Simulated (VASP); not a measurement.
A run of VASP 6.6.1 is set up as follows.

POSCAR

```
MgO
1.0
    0.0000000000      2.0970013927      2.0970013927
    2.0970013927      0.0000000000      2.0970013927
    2.0970013927      2.0970013927      0.0000000000
Mg O
1 1
Direct
    0.0000000000      0.0000000000      0.0000000000
    0.5000000000      0.5000000000      0.5000000000
```

Contents of INCAR.step1:

```
PREC     = Accurate       # precision mode
ENCUT    = 600            # plane-wave cutoff, eV
EDIFF    = 1E-5           # SCF threshold, eV
ISMEAR   = -1             # smearing method
SIGMA    = 0.05           # smearing width, eV
LREAL    = False          # projectors in reciprocal space
LASPH    = True           # aspherical terms in the spheres
NELM     = 100            # most SCF steps
ALGO     = Normal         # electronic algorithm
LWAVE    = True           # write WAVECAR
LCHARG   = False          # write CHGCAR
GGA      = PE             # functional
NBANDS   = 11             # bands
```

File INCAR.step2:

```
PREC     = Accurate       # precision mode
ENCUT    = 600            # plane-wave cutoff, eV
EDIFF    = 1E-6           # SCF threshold, eV
ISMEAR   = -1             # smearing method
SIGMA    = 0.05           # smearing width, eV
LREAL    = False          # projectors in reciprocal space
LASPH    = True           # aspherical terms in the spheres
NELM     = 100            # most SCF steps
ALGO     = Normal         # electronic algorithm
ISIF     = 3              # what is computed and relaxed
LWAVE    = False          # write WAVECAR
LCHARG   = False          # write CHGCAR
GGA      = PE             # functional
LHFCALC  = True           # exact exchange
AEXX     = 0.25           # exact-exchange fraction
PRECFOCK = Normal       
IBRION   = 2              # ionic algorithm
NSW      = 60             # ionic steps
EDIFFG   = -0.01          # ionic threshold
ISTART   = 1
```

The input KPOINTS:

```
Automatic mesh
0
Gamma
  6 6 6
```

Potentials or basis: VASP PAW PBE potentials, release 64 (Mg, O).

Command:

```console
$ cat potpaw_PBE.64/Mg/POTCAR potpaw_PBE.64/O/POTCAR > POTCAR
$ cp INCAR.step1 INCAR
$ mpirun -np 1 vasp_std > vasp.out
$ cp INCAR.step2 INCAR
$ mpirun -np 1 vasp_std > vasp.out
```

Q: What does it give for the space group after relaxing (to 0.05 Å)?

A: Fm-3m (No. 225).

Q: Estimate the band gap on the k mesh.

A: 7.31 eV, direct.

Q: What does it give for the relaxed cell?

A: a = 2.968 Å, b = 2.968 Å, c = 2.968 Å, α = 60.00°, β = 60.00°, γ = 60.00°.

Final structure:
```yaml
crystal:
  lattice:
    - [0.00000, 2.09881, 2.09881]
    - [2.09881, 0.00000, 2.09881]
    - [2.09881, 2.09881, 0.00000]
  atoms:
    - { symbol: Mg, position: [0.00000, 0.00000, 0.00000] }
    - { symbol: O, position: [0.50000, 0.50000, 0.50000] }
```

Caveat: the k points lie up to 0.43 Å⁻¹ apart in the final cell.
